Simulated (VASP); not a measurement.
Set up this calculation in VASP 6.6.1, as the native input.

* Task: single point
* Functional: r2SCAN
* Potentials or basis: VASP PAW PBE potentials, release 64 (Sn_d, Se)
* Cutoff: 520 eV
* k mesh: 6 × 6 × 6
* Occupations: gaussian, width 0.01 eV
* Spin: no spin polarisation
* Dipole correction: no
* Further INCAR settings: ALGO = Normal; EDIFF = 1e-06; NBANDS = 35

SnSe2:

```xyz
6
Lattice="-2.8696 2.8696 5.6194 2.8696 -2.8696 5.6194 2.8696 2.8696 -5.6194" Properties=species:S:1:pos:R:3 pbc="T T T"
Sn    0.0000    2.8696    2.8097
Sn    0.0000    0.0000    0.0000
Se    0.0000    2.8696    0.2178
Se    0.0000    0.0000    8.6468
Se    0.0000    0.0000    2.5919
Se    0.0000    2.8696    5.4016
```

These files were run (other wordings do the same):

POSCAR

```
SnSe2
1.0
   -2.8695945286      2.8695945286      5.6193753014
    2.8695945286     -2.8695945286      5.6193753014
    2.8695945286      2.8695945286     -5.6193753014
Sn Se
2 4
Direct
    0.7500000000      0.2500000000      0.5000000000
    0.0000000000      0.0000000000      0.0000000000
    0.5193771699      0.0193771699      0.5000000000
    0.7693771699      0.7693771699      0.0000000000
    0.2306228301      0.2306228301      0.0000000000
    0.9806228301      0.4806228301      0.5000000000
```

INCAR.step1

```
SYSTEM = SnSe2
ALGO     = Normal         ! electronic algorithm
EDIFF    = 1E-4           ! SCF threshold, eV
ENCUT    = 520            ! plane-wave cutoff, eV
GGA      = PE             ! functional
ISMEAR   = 0              ! smearing method
LASPH    = .True.         ! aspherical terms in the spheres
LCHARG   = .False.        ! write CHGCAR
LREAL    = .False.        ! projectors in reciprocal space
LWAVE    = .True.         ! write WAVECAR
NBANDS   = 35             ! bands
NELM     = 80             ! most SCF steps
PREC     = Accurate       ! precision mode
SIGMA    = 0.01           ! smearing width, eV
```

INCAR.step2

```
SYSTEM = SnSe2
ALGO     = Normal         ! electronic algorithm
EDIFF    = 1E-6           ! SCF threshold, eV
ENCUT    = 520            ! plane-wave cutoff, eV
ISIF     = 2              ! what is computed and relaxed
ISMEAR   = 0              ! smearing method
ISTART   = 1            
LASPH    = .True.         ! aspherical terms in the spheres
LCHARG   = .False.        ! write CHGCAR
LMIXTAU  = .True.       
LREAL    = .False.        ! projectors in reciprocal space
LWAVE    = .False.        ! write WAVECAR
METAGGA  = R2SCAN         ! meta-GGA
NBANDS   = 35             ! bands
NELM     = 80             ! most SCF steps
PREC     = Accurate       ! precision mode
SIGMA    = 0.01           ! smearing width, eV
```

KPOINTS

```
k-points
0
Gamma
  6 6 6
  0 0 0
```

Potentials or basis: VASP PAW PBE potentials, release 64 (Sn_d, Se).

Command:

```console
$ cat potpaw_PBE.64/Sn_d/POTCAR potpaw_PBE.64/Se/POTCAR > POTCAR
$ cp INCAR.step1 INCAR
$ mpirun -np 1 vasp_std > vasp.out
$ cp INCAR.step2 INCAR
$ mpirun -np 1 vasp_std > vasp.out
```

It gave:

```json
{"Pressure": "-2.9 GPa", "Largest force": "0.385 eV/Å", "Band gap on the k mesh": "0.43 eV (least direct gap 0.58 eV)"}
```

Caveat: semilocal functionals underestimate gaps, and a narrow one can read as zero; the PAW data sets were made with another functional, which shifts forces and pressure a little; spin-orbit coupling is left out, which moves the levels of the heavy elements.

Run time: 46 min on 1 thread of Intel Xeon 8259CL, with other jobs on the host, peak memory 0.52 GiB.
